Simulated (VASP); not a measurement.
Wanted: the native input for a VASP 6.6.1 run.

* Task: single point
* Functional: PBE
* Potentials or basis: VASP PAW PBE potentials, release 64 (Al)
* Cutoff: 500 eV
* k mesh: 18 × 18 × 18
* Occupations: fermi-dirac, width 0.1 eV
* Spin: no spin polarisation
* Dipole correction: no
* Further INCAR settings: ALGO = Normal; EDIFF = 1e-06; NBANDS = 8

The structure of Al lies in POSCAR:

```
Al
1.0
    0.0000000000      1.8075789914      1.8075789914
    1.8075789914      0.0000000000      1.8075789914
    1.8075789914      1.8075789914      0.0000000000
Al
1
Direct
    0.0000000000      0.0000000000      0.0000000000
```

The input as run:

INCAR

```
SYSTEM = Al
  ALGO = Normal
  EDIFF = 1E-6
  ENCUT = 500
  GGA = PE
  GGA_COMPAT = .False.
  ISIF = 2
  ISMEAR = -1
  LASPH = .True.
  LCHARG = .False.
  LREAL = .False.
  LWAVE = .False.
  NBANDS = 8
  NELM = 120
  PREC = Accurate
  SIGMA = 0.1
```

KPOINTS

```
k-points
0
Gamma
  18 18 18
  0 0 0
```

Potentials or basis: VASP PAW PBE potentials, release 64 (Al).

The run is started by

```console
$ cat potpaw_PBE.64/Al/POTCAR > POTCAR
$ mpirun -np 1 vasp_std > vasp.out
```

It gave:

The pressure is 54.3 GPa and the band gap on the k mesh is zero (an odd number of electrons rules out a gap without spin polarisation).

Caveat: the cell stands under pressure.

Run time: 17 s on 1 thread of AMD EPYC 7R43 64-Core Processor (Zen 3), on a shared host, peak memory 0.09 GiB.
